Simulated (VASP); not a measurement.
Input of a VASP 6.6.1 run:

INCAR

```
PREC = Accurate
ENCUT = 520
EDIFF = 1E-6
ISMEAR = 0
SIGMA = 0.1
LREAL = F
LASPH = T
NELM = 60
ALGO = Normal
ISIF = 2
LWAVE = F
LCHARG = T
GGA = PS
LELF = T
LVHAR = T
NBANDS = 21
```

Contents of KPOINTS:

```
Automatic mesh
0
Gamma
  10 10 8
```

POSCAR

```
HfH2
1.0
    3.4815905005      0.0000000000      0.0000000000
    0.0000000000      3.4815905005      0.0000000000
    0.0000000000      0.0000000000      4.1529182209
Hf H
2 4
Direct
    0.0000000000      0.0000000000      0.0000000000
    0.5000000000      0.5000000000      0.5000000000
    0.0000000000      0.5000000000      0.2500000000
    0.5000000000      0.0000000000      0.2500000000
    0.5000000000      0.0000000000      0.7500000000
    0.0000000000      0.5000000000      0.7500000000
```

Potentials or basis: VASP PAW PBE potentials, release 64 (Hf_pv, H).

Command:

```console
$ cat potpaw_PBE.64/Hf_pv/POTCAR potpaw_PBE.64/H/POTCAR > POTCAR
$ mpirun -np 1 vasp_std > vasp.out
```

(1) Predict the band gap on the k mesh.

(2) Predict the pressure.

## Answers

(1) zero (bands 12 and 13 overlap by 1.15 eV).

(2) 0.6 GPa.

Caveat: the cell differs from its parent crystal (uniaxial strain along c: -2.0 %); the PAW data sets were made with another functional, which shifts forces and pressure a little; spin-orbit coupling is left out, which moves the levels of the heavy elements.
